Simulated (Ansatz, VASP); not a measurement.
Two plane-wave programs on Ir

INCAR

```
PREC = Accurate
ENCUT = 520
EDIFF = 1E-6
ISMEAR = -1
SIGMA = 0.05
LREAL = False
LASPH = True
NELM = 80
ALGO = Normal
ISIF = 2
LWAVE = False
LCHARG = False
GGA = PE
NBANDS = 16
```

File KPOINTS:

```
Automatic mesh
0
Gamma
  18 18 18
```

Contents of POSCAR:

```
Ir
1.0
   -2.1541042379      2.1541042379      1.1882638853
    2.1541042379     -2.1541042379      1.1882638853
    2.1541042379      2.1541042379     -1.1882638853
Ir
2
Direct
   -0.3750000000     -0.1250000000     -0.2500000000
    0.3750000000      0.1250000000      0.2500000000
```

Input for Ansatz:

```yaml
crystal:
  lattice:
    - [-2.1541042379, 2.1541042379, 1.1882638853]
    - [2.1541042379, -2.1541042379, 1.1882638853]
    - [2.1541042379, 2.1541042379, -1.1882638853]
  atoms:
    - { symbol: Ir, position: [-0.375, -0.125, -0.25] }
    - { symbol: Ir, position: [0.375, 0.125, 0.25] }
kpoints:
  mp_grid: { grid: [18, 18, 18] }
scf:
  occupations: { method: fermi_dirac, width: 0.05 }
hamiltonian:
  xc: pbe
  pseudopotentials: { kind: nc }
output:
  forces: true
  stress: true
  eigenvalues: true
```

Change from the starting cell: volume scaled by 0.68, norm-conserving files.

Alike in both runs: task single point; functional PBE; k mesh 18 × 18 × 18; occupations fermi-dirac, width 0.05 eV; no spin polarisation.

|  | VASP | Ansatz |
| --- | --- | --- |
| version | VASP 6.6.1 | Ansatz 0.2.0 |
| potentials or method | VASP PAW PBE potentials, release 64 (Ir) | norm-conserving pseudopotentials, scalar-relativistic |
| plane-wave cutoff (eV) | 520 | 925 |
| valence electrons in the cell | 18 | 34 |

Ansatz gave:

| Property | Result |
| --- | --- |
| pressure (GPa) | 268.2 |
| traceless stress, the component that is largest in VASP (GPa) | -0.08 |

Question: Estimate VASP's values.

Answer: Pressure (GPa): 267.8; traceless stress, the component that is largest in VASP (GPa): 3.15.

Both programs put the cell under a high pressure, so it lies far from rest at this level. The functional is the same, so the differences come from potentials, cutoffs and numerics. VASP's potentials hold 18 valence electrons a cell and Ansatz's 34, so a difference there can come from the potentials and not from the codes.

Spin-orbit coupling is off throughout. Noted on VASP's run: the cell as given lies far from equilibrium.
